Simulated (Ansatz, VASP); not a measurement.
**One calculation of ZrS2, two programs**

```
CELL_PARAMETERS angstrom
3.63511 0.00000 0.00000
-1.81755 3.14810 0.00000
0.00000 0.00000 5.72040
ATOMIC_POSITIONS crystal
Zr 0.00000 0.00000 0.00000
S 0.66667 0.33333 0.74473
S 0.33333 0.66667 0.25527
```

Alike in both runs: functional PBE; dispersion D3(BJ); k mesh 9 × 9 × 6; occupations gaussian, width 0.02 eV; no spin polarisation.

Ansatz relaxed the structure, and its values are those at the end. VASP's run is a single point on that final structure, the one shown.

|  | VASP | Ansatz |
| --- | --- | --- |
| version | VASP 6.6.1 | Ansatz 0.2.0 |
| potentials or method | VASP PAW PBE potentials, release 64 (Zr_sv, S), cutoff 500 eV | scalar-relativistic, plane waves, PAW |
| valence electrons in the cell | 24 | 24 |

```csv
,VASP,Ansatz,Ansatz less VASP
gap on the k mesh at the Fermi level (eV),0.70,0.70,-0.004
least direct gap on the mesh (eV),1.42,1.41,-0.009
pressure (GPa),0.0,0.0,+0.03
rms of the force components (eV/Å),0.003,0.000,-0.0033
```

Ansatz's warnings: structure snapped to symmetry.
